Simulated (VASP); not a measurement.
# CsN (F-43m) in VASP: a series of runs

Runs on CsN. Level: PBEsol. Tasks: single point, relaxation of cell and atoms.

Everything below comes from runs of VASP 6.6.1. Logs are shortened: lines on timing, memory, paths and dates and some standing lists are left out, and cuts for length are marked.

**1. The cell of the first run**

Symmetry: F-43m, No. 216, cubic system. The conventional cell has a = 6.310 Å, b = 6.310 Å, c = 6.310 Å, α = 90.00°, β = 90.00°, γ = 90.00°. Cs (site symmetry -43m) has 4 N at 2.73 Å within 3.6 Å. Within 3.6 Å of N (site symmetry -43m) lie 4 Cs at 2.73 Å.

**2. Single point, PBEsol**

INCAR

```
SYSTEM = CsN
PREC     = Accurate       ! precision mode
ENCUT    = 600            ! plane-wave cutoff, eV
EDIFF    = 1E-6           ! SCF threshold, eV
ISMEAR   = -1             ! smearing method
SIGMA    = 0.01           ! smearing width, eV
LREAL    = .False.        ! projectors in reciprocal space
LASPH    = .True.         ! aspherical terms in the spheres
NELM     = 120            ! most SCF steps
ALGO     = Normal         ! electronic algorithm
ISIF     = 2              ! what is computed and relaxed
LWAVE    = .False.        ! write WAVECAR
LCHARG   = .False.        ! write CHGCAR
GGA      = PS             ! functional
NBANDS   = 14             ! bands
GGA_COMPAT= .False.
```

KPOINTS

```
Automatic mesh
0
Gamma
  5 5 5
  0 0 0
```

POSCAR

```
CsN
1.0
    0.0000000000      3.1551894896      3.1551894896
    3.1551894896      0.0000000000      3.1551894896
    3.1551894896      3.1551894896      0.0000000000
Cs N
1 1
Direct
    0.0000000000      0.0000000000      0.0000000000
    0.2500000000      0.2500000000      0.2500000000
```

Potentials or basis: VASP PAW PBE potentials, release 64 (Cs_sv, N).

Command:

```sh
cat potpaw_PBE.64/Cs_sv/POTCAR potpaw_PBE.64/N/POTCAR > POTCAR
mpirun -np 1 vasp_std > vasp.out
```

OUTCAR:

```text
SYSTEM = CsN
   PREC = Accurate
   ENCUT = 600
   EDIFF = 1E-6
   ISMEAR = -1
   LREAL = .False.
   LASPH = .True.
   NELM = 120
   ISIF = 2
   GGA = PS

 ion  position               nearest neighbor table
   1  0.000  0.000  0.000-
   2  0.250  0.250  0.250-

  LATTYP: Found a face centered cubic cell.
 ALAT       =     6.3103789792

  Lattice vectors:

 A1 = (   0.0000000000,   3.1551894896,   3.1551894896)
 A2 = (   3.1551894896,   0.0000000000,   3.1551894896)
 A3 = (   3.1551894896,   3.1551894896,   0.0000000000)

Analysis of symmetry for initial positions (statically):
=====================================================================
 Subroutine PRICEL returns:
 Original cell was already a primitive cell.

 Routine SETGRP: Setting up the symmetry group for a
 face centered cubic supercell.

 Subroutine GETGRP returns: Found 24 space group operations
 (whereof 24 operations were pure point group operations)
 out of a pool of 48 trial point group operations.

The static configuration has the point symmetry T_d .

Analysis of symmetry for dynamics (positions and initial velocities):
=====================================================================
 Subroutine PRICEL returns:
 Original cell was already a primitive cell.

 Routine SETGRP: Setting up the symmetry group for a
 face centered cubic supercell.

 Subroutine GETGRP returns: Found 24 space group operations
 (whereof 24 operations were pure point group operations)
 out of a pool of 48 trial point group operations.

The dynamic configuration has the point symmetry T_d .

 Subroutine INISYM returns: Found 24 space group operations
 (whereof 24 operations are pure point group operations),
 and found     1 'primitive' translations

----------------------------------------------------------------------------------------

                                     Primitive cell

  volume of cell :      62.8212

  direct lattice vectors                    reciprocal lattice vectors
     0.000000000  3.155189490  3.155189490    -0.158469088  0.158469088  0.158469088
     3.155189490  0.000000000  3.155189490     0.158469088 -0.158469088  0.158469088
     3.155189490  3.155189490  0.000000000     0.158469088  0.158469088 -0.158469088

  length of vectors
     4.462111768  4.462111768  4.462111768     0.274476511  0.274476511  0.274476511

  position of ions in fractional coordinates (direct lattice)
     0.000000000  0.000000000  0.000000000
     0.250000000  0.250000000  0.250000000

  ion indices of the primitive-cell ions
   primitive index   ion index
                 1           1
                 2           2

----------------------------------------------------------------------------------------

 KPOINTS: Automatic mesh

Automatic generation of k-mesh.
 Grid dimensions read from file:
 generate k-points for:    5    5    5

 Generating k-lattice:

  Cartesian coordinates                     Fractional coordinates (reciprocal lattice)
    -0.031693818  0.031693818  0.031693818     0.200000000  0.000000000  0.000000000
     0.031693818 -0.031693818  0.031693818     0.000000000  0.200000000  0.000000000
     0.031693818  0.031693818 -0.031693818     0.000000000  0.000000000  0.200000000

  Length of vectors
     0.054895302  0.054895302  0.054895302

  Shift w.r.t. Gamma in fractional coordinates (k-lattice)
     0.000000000  0.000000000  0.000000000

 Subroutine IBZKPT returns following result:
 ===========================================

 Found     10 irreducible k-points:

 Following reciprocal coordinates:
            Coordinates               Weight
  0.000000  0.000000  0.000000      1.000000
  0.200000  0.000000  0.000000      8.000000
  0.400000  0.000000  0.000000      8.000000
  0.200000  0.200000  0.000000      6.000000
  0.400000  0.200000  0.000000     24.000000
 -0.400000  0.200000  0.000000     24.000000
 -0.200000  0.200000  0.000000     12.000000
  0.400000  0.400000  0.000000      6.000000
 -0.400000  0.400000  0.000000     12.000000
 -0.400000  0.400000  0.200000     24.000000
   k-points           NKPTS =     10   k-points in BZ     NKDIM =     10   number of bands    NBANDS=     14
   number of dos      NEDOS =    301   number of ions     NIONS =      2
   total plane-waves  NPLWV =  46656
   dimension x,y,z NGX =    36 NGY =   36 NGZ =   36
   dimension x,y,z NGXF=    72 NGYF=   72 NGZF=   72
   ions per type =               1   1
   NGX,Y,Z   is equivalent  to a cutoff of  13.41, 13.41, 13.41 a.u.
   NGXF,Y,Z  is equivalent  to a cutoff of  26.83, 26.83, 26.83 a.u.
 SYSTEM =  CsN
   PREC   = accura    normal or accurate (medium, high low for compatibility)
   ISTART =      0    job   : 0-new  1-cont  2-samecut
   ICHARG =      2    charge: 1-file 2-atom 10-const
   ISPIN  =      1    spin polarized calculation?
   LNONCOLLINEAR =      F non collinear calculations
   LSORBIT =      F    spin-orbit coupling
   LASPH  =      T    aspherical Exc in radial PAW
   ENCUT  =  600.0 eV  44.10 Ry    6.64 a.u.   8.91  8.91  8.91*2*pi/ulx,y,z
   NELM   =    120;   NELMIN=  2; NELMDL= -5     # of ELM steps
   EDIFF  = 0.1E-05   stopping-criterion for ELM
   LREAL  =      F    real-space projection
   EDIFFG = 0.1E-04   stopping-criterion for IOM
   NSW    =      0    number of steps for IOM
   IBRION =     -1    ionic relax: 0-MD 1-quasi-New 2-CG
   NFREE  =      0    steps in history (QN), initial steepest desc. (CG)
   ISIF   =      2    stress and relaxation
   ISYM   =      2    0-nonsym 1-usesym 2-fastsym
   POTIM  = 0.5000    time-step for ionic-motion
   TEBEG  =    0.0;   TEEND  =   0.0 temperature during run
   PSTRESS=    0.0 pullay stress
   NELECT =      14.0000    total number of electrons
   NUPDOWN=      -1.0000    fix difference up-down
   EMIN   =  10.00;   EMAX   =-10.00  energy-range for DOS
   EFERMI =   0.00;   METHOD = LEGACY
   ISMEAR =    -1;   SIGMA  =   0.01  broadening in eV -4-tet -1-fermi 0-gaus
   EFERMI_NEDOS =   21; number of points for ismear=-14 and -15
   IALGO  =     38    algorithm
   IMIX   =      4    mixing-type and parameters
     AMIX     =   0.40;   BMIX     =  1.00
     AMIX_MAG =   1.60;   BMIX_MAG =  1.00
  volume/ion in A,a.u.               =      31.41       211.97
  Fermi-wavevector in a.u.,A,eV,Ry     =   0.992542  1.875632 13.403628  0.985139
  Thomas-Fermi vector in A             =   2.124361
   LORBIT       =      0    0 simple, 1 ext, 2 COOP (PROOUT), +10 PAW based schemes
   GGA     = PS    functional components
   LHFCALC =     F    Hartree Fock is set to
   AEXX    =    0.0000 exact exchange contribution
   IVDW    =     0    specifies the selected vdW correction
   LEPSILON=     F    determine dielectric tensor
   LRPA    =     F    only Hartree local field effects (RPA)
 non-spin polarized calculation
  energy-cutoff  :      600.00
  volume of cell :       62.82
 maximum number of plane-waves:      2107
   NGX = 17   NGY = 17   NGZ = 17

 number of electron      14.0000000 magnetization

 Free energy of the ion-electron system (eV)
  ---------------------------------------------------
  ext. energy  EPLUGINS =         0.00000000
  ---------------------------------------------------
  free energy    TOTEN  =        -5.67997821 eV

  energy without entropy =       -5.67682069  energy(sigma->0) =       -5.67839945

 E-fermi :   0.1297     XC(G=0):  -8.0066

 val. band max:        0.0687754402   @ k =   0.4000   0.0000   0.0000
 cond. band min:       0.1437979276   @ k =   0.4000   0.2000   0.0000
 fundamental gap:      0.0750224874
 Fermi energy:         0.1296887451

 k-point     1 :       0.0000    0.0000    0.0000
  band No.  band energies     occupation
      1     -20.3214      2.00000
      2     -11.1998      2.00000
      3      -6.7684      2.00000
      4      -6.7684      2.00000
      5      -6.7684      2.00000
      6      -0.5946      2.00000
      7      -0.5946      2.00000
      8      -0.5946      2.00000
      9       3.4255      0.00000
     10       7.7859      0.00000
     11       7.7859      0.00000
     12       8.6736      0.00000
     13       8.6736      0.00000
     14       8.6736      0.00000

 k-point     2 :       0.2000    0.0000    0.0000
  band No.  band energies     occupation
      1     -20.2690      2.00000
      2     -11.4413      2.00000
      3      -6.8418      2.00000
      4      -6.8418      2.00000
      5      -6.7817      2.00000
      6      -0.4595      2.00000
      7      -0.4387      2.00000
      8      -0.4387      2.00000
      9       4.2918      0.00000
     10       7.1938      0.00000
     11       7.1938      0.00000
     12       8.0410      0.00000
     13       9.5406      0.00000
     14       9.5406      0.00000

 k-point     3 :       0.4000    0.0000    0.0000
  band No.  band energies     occupation
      1     -20.1811      2.00000
      2     -11.8053      2.00000
      3      -6.9535      2.00000
      4      -6.9535      2.00000
      5      -6.8576      2.00000
      6      -0.2175      2.00000
      7      -0.2175      2.00000
      8       0.0688      1.99549
      9       5.2452      0.00000
     10       7.1822      0.00000
     11       7.1822      0.00000
     12       7.2610      0.00000
     13       9.7618      0.00000
     14       9.7618      0.00000
[... 86 lines left out ...]
 k-point     9 :      -0.4000    0.4000    0.0000
  band No.  band energies     occupation
      1     -20.1150      2.00000
      2     -12.0188      2.00000
      3      -7.4829      2.00000
      4      -7.2163      2.00000
      5      -6.2483      2.00000
      6      -0.5962      2.00000
      7       0.3890      0.00000
      8       0.4428      0.00000
      9       5.0598      0.00000
     10       5.5116      0.00000
     11       8.2699      0.00000
     12       9.9505      0.00000
     13      10.3229      0.00000
     14      10.5523      0.00000

 k-point    10 :      -0.4000    0.4000    0.2000
  band No.  band energies     occupation
      1     -20.1264      2.00000
      2     -11.9779      2.00000
      3      -7.4927      2.00000
      4      -7.2183      2.00000
      5      -6.1960      2.00000
      6      -0.4132      2.00000
      7       0.1520      0.19357
      8       0.3762      0.00000
      9       5.2809      0.00000
     10       5.4688      0.00000
     11       7.9023      0.00000
     12       9.5276      0.00000
     13       9.7637      0.00000
     14      11.0552      0.00000

------------------------ aborting loop because EDIFF is reached ----------------------------------------

  FORCE on cell =-STRESS in cart. coord.  units (eV):
  Direction    XX          YY          ZZ          XY          YZ          ZX
  --------------------------------------------------------------------------------------
  -------------------------------------------------------------------------------------
  Total        0.0919018      0.0919018      0.0919018      0.0000000      0.0000000      0.0000000
  in kB        2.3438415      2.3438415      2.3438415      0.0000000      0.0000000      0.0000000
  external PRESSURE =       2.3438415 kB  Pullay stress =       0.0000000 kB

 VOLUME and BASIS-vectors are now :
 -----------------------------------------------------------------------------
  energy-cutoff  :      600.00
  volume of cell :       62.82
      direct lattice vectors                 reciprocal lattice vectors
     0.000000000  3.155189490  3.155189490    -0.158469088  0.158469088  0.158469088
     3.155189490  0.000000000  3.155189490     0.158469088 -0.158469088  0.158469088
     3.155189490  3.155189490  0.000000000     0.158469088  0.158469088 -0.158469088

 POSITION                                       TOTAL-FORCE (eV/Angst)
 -----------------------------------------------------------------------------------
      0.00000      0.00000      0.00000        -0.000000     -0.000000     -0.000000
      1.57759      1.57759      1.57759         0.000000      0.000000      0.000000
 -----------------------------------------------------------------------------------
    total drift:                                0.000000      0.000000     -0.000000

  FREE ENERGIE OF THE ION-ELECTRON SYSTEM (eV)
  ---------------------------------------------------
  free  energy   TOTEN  =        -5.6799782113 eV

  energy  without entropy=       -5.6768206931  energy(sigma->0) =       -5.67839945
```

It took 12 s on 1 thread of Intel Xeon Platinum 8175M at 2.50GHz (Skylake/Cascade Lake), shared host; peak memory 0.2 GiB.

Results:

* Free energy: -5.6800 eV
* Pressure: 0.2 GPa
* Band gap on the k mesh: zero (bands 7 and 8 overlap by 1.02 eV)

Levels at points of the mesh, in eV from the Fermi level:
```tsv
k point	band 5	band 6	band 7	band 8	band 9	band 10
(0.00, 0.00, 0.00)	-6.90	-0.72	-0.72	-0.72	3.30	7.66
```

Caveat: the PAW data sets were made with another functional, which shifts forces and pressure a little; spin-orbit coupling is left out, which moves the levels of the heavy elements.

**3. Relaxation of cell and atoms, PBEsol**

This run uses another cell than the first one, of 37.93 Å³/atom.

INCAR

```
SYSTEM = CsN
PREC     = Accurate       ! precision mode
ENCUT    = 600            ! plane-wave cutoff, eV
EDIFF    = 1E-7           ! SCF threshold, eV
ISMEAR   = -1             ! smearing method
SIGMA    = 0.01           ! smearing width, eV
LREAL    = .False.        ! projectors in reciprocal space
LASPH    = .True.         ! aspherical terms in the spheres
NELM     = 120            ! most SCF steps
ALGO     = Normal         ! electronic algorithm
ISIF     = 3              ! what is computed and relaxed
LWAVE    = .False.        ! write WAVECAR
LCHARG   = .False.        ! write CHGCAR
GGA      = PS             ! functional
IBRION   = 2              ! ionic algorithm
NSW      = 80             ! ionic steps
EDIFFG   = -0.02          ! ionic threshold
GGA_COMPAT= .False.      
NELMIN   = 4
```

KPOINTS is that of step 2.

POSCAR

```
CsN
1.0
    0.0000000000      3.3600000000      3.3600000000
    3.3600000000      0.0000000000      3.3600000000
    3.3600000000      3.3600000000      0.0000000000
Cs N
1 1
Direct
    0.0000000000      0.0000000000      0.0000000000
    0.2500000000      0.2500000000      0.2500000000
```

Potentials or basis: VASP PAW PBE potentials, release 64 (Cs_sv, N).

Command:

```sh
cat potpaw_PBE.64/Cs_sv/POTCAR potpaw_PBE.64/N/POTCAR > POTCAR
mpirun -np 1 vasp_std > vasp.out
```

Run time: 46 s. Hardware: 1 thread of Intel Xeon Platinum 8175M at 2.50GHz (Skylake/Cascade Lake), shared host; peak memory 0.24 GiB.

The run converged. Its results:

```yaml
Free_energy: -5.6863 eV
Relaxed_volume: 31.67 Å³/atom
Relaxed_cell: a = 4.474 Å, b = 4.474 Å, c = 4.474 Å, α = 60.00°, β = 60.00°, γ = 60.00°
Space_group_after_relaxing_to_0.1_Å: F-43m (No. 216)
Energy_gained_by_relaxing: 39.4 meV/atom
Ionic_steps: 4
Pressure_after_relaxing: 0.1 GPa
Band_gap_on_the_k_mesh: zero (bands 7 and 8 overlap by 1.00 eV)
```

Step by step:
| step | energy change (eV) | largest force (eV/Å) | pressure (GPa) | volume (Å³) |
| --- | --- | --- | --- | --- |
| 1 | 0.0000 | 0.0000 | -1.72 | 75.87 |
| 2 | -0.0423 | 0.0000 | -1.33 | 71.47 |
| 3 | -0.0774 | 0.0000 | -0.33 | 65.11 |
| 4 | -0.0789 | 0.0000 | 0.08 | 63.34 |

Final structure:
```yaml
crystal:
  lattice:
    - [0.00000, 3.16392, 3.16392]
    - [3.16392, 0.00000, 3.16392]
    - [3.16392, 3.16392, 0.00000]
  atoms:
    - { symbol: Cs, position: [0.00000, 0.00000, 0.00000] }
    - { symbol: N, position: [0.25000, 0.25000, 0.25000] }
```

Levels at points of the mesh, in eV from the Fermi level:
```
           k point  band 4  band 5  band 6  band 7  band 8  band 9  band 10  band 11
(0.00, 0.00, 0.00)   -6.90   -6.90   -0.71   -0.71   -0.71    3.29     7.64     7.64
```

Caveat: the volume moved by over 15 % at a fixed basis, so the end points are rough; the PAW data sets were made with another functional, which shifts forces and pressure a little; spin-orbit coupling is left out, which moves the levels of the heavy elements.

The gap in the log of VASP goes by the Fermi energy; the results here count the filled bands.